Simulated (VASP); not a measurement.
# AlRu (Pm-3m) in VASP: single point with PBE

Aim: the single point of AlRu with PBE.

Everything below comes from runs of VASP 6.6.1. Logs are shortened: lines on timing, memory, paths and dates and some standing lists are left out, and cuts for length are marked.

**1. The cell of the first run**

The structure is cubic, space group Pm-3m (No. 221). Conventional cell: a = 2.992 Å, b = 2.992 Å, c = 2.992 Å, α = 90.00°, β = 90.00°, γ = 90.00°. Within 3.4 Å of Al (site symmetry m-3m) lie 8 Ru at 2.59 Å and 6 Al at 2.99 Å. Ru (site symmetry m-3m) has 8 Al at 2.59 Å and 6 Ru at 2.99 Å within 3.4 Å.

**2. Single point, PBE**

Input file INCAR:

```
PREC = Accurate
ENCUT = 500
EDIFF = 1E-6
ISMEAR = -1
SIGMA = 0.15
LREAL = F
LASPH = T
NELM = 120
ALGO = Normal
ISIF = 2
LWAVE = F
LCHARG = T
GGA = PE
LELF = T
LVHAR = T
NBANDS = 82
GGA_COMPAT = F
```

Input file KPOINTS:

```
regular mesh
0
Gamma
  2 2 2
```

Input file POSCAR:

```
AlRu
1.0
    5.9832000000      0.0000000000      0.0000000000
    0.0000000000      5.9832000000      0.0000000000
    0.0000000000      0.0000000000      5.9832000000
Al Ru
8 8
Direct
    0.0000000000      0.0000000000      0.0000000000
    0.0000000000      0.0000000000      0.5000000000
    0.0000000000      0.5000000000      0.0000000000
    0.0000000000      0.5000000000      0.5000000000
    0.5000000000      0.0000000000      0.0000000000
    0.5000000000      0.0000000000      0.5000000000
    0.5000000000      0.5000000000      0.0000000000
    0.5000000000      0.5000000000      0.5000000000
    0.2500000000      0.2500000000      0.2500000000
    0.2500000000      0.2500000000      0.7500000000
    0.2500000000      0.7500000000      0.2500000000
    0.2500000000      0.7500000000      0.7500000000
    0.7500000000      0.2500000000      0.2500000000
    0.7500000000      0.2500000000      0.7500000000
    0.7500000000      0.7500000000      0.2500000000
    0.7500000000      0.7500000000      0.7500000000
```

Potentials or basis: VASP PAW PBE potentials, release 64 (Al, Ru_pv).

Launch:

```bash
$ cat potpaw_PBE.64/Al/POTCAR potpaw_PBE.64/Ru_pv/POTCAR > POTCAR
$ mpirun -np 1 vasp_std > vasp.out
```

OUTCAR:

```text
PREC = Accurate
   ENCUT = 500
   EDIFF = 1E-6
   ISMEAR = -1
   LREAL = F
   LASPH = T
   NELM = 120
   ISIF = 2
   GGA = PE

 ion  position               nearest neighbor table
   1  0.000  0.000  0.000-   9 2.59  10 2.59  11 2.59  12 2.59  13 2.59  14 2.59  15 2.59  16 2.59
                             5 2.99   2 2.99   3 2.99   2 2.99   3 2.99   5 2.99
   2  0.000  0.000  0.500-   9 2.59  10 2.59  11 2.59  12 2.59  13 2.59  14 2.59  15 2.59  16 2.59
                             6 2.99   1 2.99   4 2.99   1 2.99   4 2.99   6 2.99
   3  0.000  0.500  0.000-   9 2.59  10 2.59  11 2.59  12 2.59  13 2.59  14 2.59  15 2.59  16 2.59
                             7 2.99   1 2.99   4 2.99   4 2.99   1 2.99   7 2.99
   4  0.000  0.500  0.500-   9 2.59  10 2.59  11 2.59  12 2.59  13 2.59  14 2.59  15 2.59  16 2.59
                             8 2.99   2 2.99   3 2.99   3 2.99   2 2.99   8 2.99
   5  0.500  0.000  0.000-   9 2.59  10 2.59  11 2.59  12 2.59  13 2.59  14 2.59  15 2.59  16 2.59
                             7 2.99   1 2.99   6 2.99   6 2.99   7 2.99   1 2.99
   6  0.500  0.000  0.500-   9 2.59  10 2.59  11 2.59  12 2.59  13 2.59  14 2.59  15 2.59  16 2.59
                             8 2.99   2 2.99   5 2.99   5 2.99   8 2.99   2 2.99
   7  0.500  0.500  0.000-   9 2.59  10 2.59  11 2.59  12 2.59  13 2.59  14 2.59  15 2.59  16 2.59
                             8 2.99   3 2.99   5 2.99   8 2.99   5 2.99   3 2.99
   8  0.500  0.500  0.500-   9 2.59  10 2.59  11 2.59  12 2.59  13 2.59  14 2.59  15 2.59  16 2.59
                             7 2.99   4 2.99   6 2.99   7 2.99   6 2.99   4 2.99
   9  0.250  0.250  0.250-   1 2.59   2 2.59   3 2.59   4 2.59   5 2.59   6 2.59   7 2.59   8 2.59
[... 21 lines left out ...]
 A1 = (   5.9832000000,   0.0000000000,   0.0000000000)
 A2 = (   0.0000000000,   5.9832000000,   0.0000000000)
 A3 = (   0.0000000000,   0.0000000000,   5.9832000000)

Analysis of symmetry for initial positions (statically):
=====================================================================
 Subroutine PRICEL returns following result:

  LATTYP: Found a simple cubic cell.
 ALAT       =     2.9916000000

  Lattice vectors:

 A1 = (   2.9916000000,   0.0000000000,   0.0000000000)
 A2 = (   0.0000000000,   2.9916000000,   0.0000000000)
 A3 = (   0.0000000000,   0.0000000000,   2.9916000000)

   8 primitive cells build up your supercell.

 Routine SETGRP: Setting up the symmetry group for a
 simple cubic supercell.

 Subroutine GETGRP returns: Found 48 space group operations
 (whereof 48 operations were pure point group operations)
 out of a pool of 48 trial point group operations.

The static configuration has the point symmetry O_h .

Analysis of symmetry for dynamics (positions and initial velocities):
=====================================================================
[... 109 lines left out ...]
   PSTRESS=    0.0 pullay stress
   NELECT =     136.0000    total number of electrons
   NUPDOWN=      -1.0000    fix difference up-down
   EMIN   =  10.00;   EMAX   =-10.00  energy-range for DOS
   EFERMI =   0.00;   METHOD = LEGACY
   ISMEAR =    -1;   SIGMA  =   0.15  broadening in eV -4-tet -1-fermi 0-gaus
   EFERMI_NEDOS =   21; number of points for ismear=-14 and -15
   IALGO  =     38    algorithm
   IMIX   =      4    mixing-type and parameters
     AMIX     =   0.40;   BMIX     =  1.00
     AMIX_MAG =   1.60;   BMIX_MAG =  1.00
  volume/ion in A,a.u.               =      13.39        90.34
  Fermi-wavevector in a.u.,A,eV,Ry     =   1.407087  2.659009 26.938090  1.979894
  Thomas-Fermi vector in A             =   2.529382
   LORBIT       =      0    0 simple, 1 ext, 2 COOP (PROOUT), +10 PAW based schemes
   GGA     = PE    functional components
   LHFCALC =     F    Hartree Fock is set to
   AEXX    =    0.0000 exact exchange contribution
   IVDW    =     0    specifies the selected vdW correction
   LEPSILON=     F    determine dielectric tensor
   LRPA    =     F    only Hartree local field effects (RPA)
 non-spin polarized calculation
  energy-cutoff  :      500.00
  volume of cell :      214.19
 maximum number of plane-waves:      5520
 NGX is ok and might be reduce to    48
   NGX = 21   NGY = 21   NGZ = 21

 number of electron     135.9999963 magnetization

 Free energy of the ion-electron system (eV)
  ---------------------------------------------------
  ext. energy  EPLUGINS =         0.00000000
  ---------------------------------------------------
  free energy    TOTEN  =      -116.38074973 eV

  energy without entropy =     -115.93992082  energy(sigma->0) =     -116.16033528

 E-fermi :  11.0755     XC(G=0): -12.5625

 val. band max:       11.0602290972   @ k =   0.5000   0.0000   0.0000
 cond. band min:      11.1894493573   @ k =   0.0000   0.0000   0.0000
 fundamental gap:      0.1292202602
 Fermi energy:        11.0754660227

 k-point     1 :       0.0000    0.0000    0.0000
  band No.  band energies     occupation
      1     -31.2091      2.00000
      2     -31.2091      2.00000
      3     -31.2091      2.00000
      4     -31.1825      2.00000
      5     -31.1825      2.00000
      6     -31.1825      2.00000
[... 321 lines left out ...]
     79      16.0963      0.00000
     80      16.0963      0.00000
 [bands above 80 left out]

------------------------ aborting loop because EDIFF is reached ----------------------------------------

  FORCE on cell =-STRESS in cart. coord.  units (eV):
  Direction    XX          YY          ZZ          XY          YZ          ZX
  --------------------------------------------------------------------------------------
  -------------------------------------------------------------------------------------
  Total        0.6063193      0.6063193      0.6063193     -0.0000000     -0.0000000      0.0000000
  in kB        4.5353561      4.5353561      4.5353561     -0.0000000     -0.0000000      0.0000000
  external PRESSURE =       4.5353561 kB  Pullay stress =       0.0000000 kB

 VOLUME and BASIS-vectors are now :
 -----------------------------------------------------------------------------
  energy-cutoff  :      500.00
  volume of cell :      214.19
      direct lattice vectors                 reciprocal lattice vectors
     5.983200000  0.000000000  0.000000000     0.167134644  0.000000000  0.000000000
     0.000000000  5.983200000  0.000000000     0.000000000  0.167134644  0.000000000
     0.000000000  0.000000000  5.983200000     0.000000000  0.000000000  0.167134644

 POSITION                                       TOTAL-FORCE (eV/Angst)
 -----------------------------------------------------------------------------------
      0.00000      0.00000      0.00000        -0.000000      0.000000     -0.000000
      0.00000      0.00000      2.99160        -0.000000      0.000000     -0.000000
      0.00000      2.99160      0.00000        -0.000000      0.000000     -0.000000
      0.00000      2.99160      2.99160        -0.000000      0.000000     -0.000000
      2.99160      0.00000      0.00000        -0.000000      0.000000     -0.000000
      2.99160      0.00000      2.99160        -0.000000      0.000000     -0.000000
[... 8 lines left out ...]
      4.48740      4.48740      1.49580         0.000000     -0.000000      0.000000
      4.48740      4.48740      4.48740         0.000000      0.000000     -0.000000
 -----------------------------------------------------------------------------------
    total drift:                                0.000000     -0.000000     -0.000000

  FREE ENERGIE OF THE ION-ELECTRON SYSTEM (eV)
  ---------------------------------------------------
  free  energy   TOTEN  =      -116.3807497349 eV

  energy  without entropy=     -115.9399208174  energy(sigma->0) =     -116.16033528
```

stdout:

```text
POSCAR found type information on POSCAR AlRu
 POSCAR found :  2 types and      16 ions
 scaLAPACK will be used
 LDA part: xc-table for (Slater+PW92), standard interpolation
 POSCAR, INCAR and KPOINTS ok, starting setup
 FFT: planning ... GRIDC
 FFT: planning ... GRID_SOFT
 FFT: planning ... GRID
 WAVECAR not read
 entering main loop
```

Run time: 70 s. Hardware: 1 thread of Intel Xeon Platinum 8375C at 2.90GHz (Ice Lake), shared host; peak memory 0.32 GiB.

What came out:

* Free energy: -116.3807 eV
* Pressure: 0.5 GPa
* Band gap on the k mesh: zero (bands 68 and 69 overlap by 1.72 eV)

Levels at points of the mesh, in eV from the Fermi level:
| k point | band 64 | band 65 | band 66 | band 67 | band 68 | band 69 | band 70 | band 71 | band 72 | band 73 |
| --- | --- | --- | --- | --- | --- | --- | --- | --- | --- | --- |
| (0.00, 0.00, 0.00) | -0.14 | -0.14 | -0.14 | 0.11 | 0.11 | 0.11 | 1.22 | 1.22 | 1.22 | 1.31 |
| (0.50, 0.00, 0.00) | -0.78 | -0.78 | -0.78 | -0.02 | -0.02 | 1.26 | 1.26 | 1.55 | 1.55 | 1.55 |
| (0.50, 0.50, 0.00) | -1.11 | -0.85 | -0.85 | -0.85 | -0.85 | 0.38 | 0.38 | 0.38 | 0.38 | 2.10 |
| (0.50, 0.50, 0.50) | -1.61 | -1.61 | -1.61 | -1.61 | -1.61 | -1.61 | -1.61 | -1.61 | -1.61 | 5.02 |

Caveat: the k points lie up to 0.53 Å⁻¹ apart, too coarse for converged energies and pressures of a metal.

The gap in the log of VASP goes by the Fermi energy; the results here count the filled bands.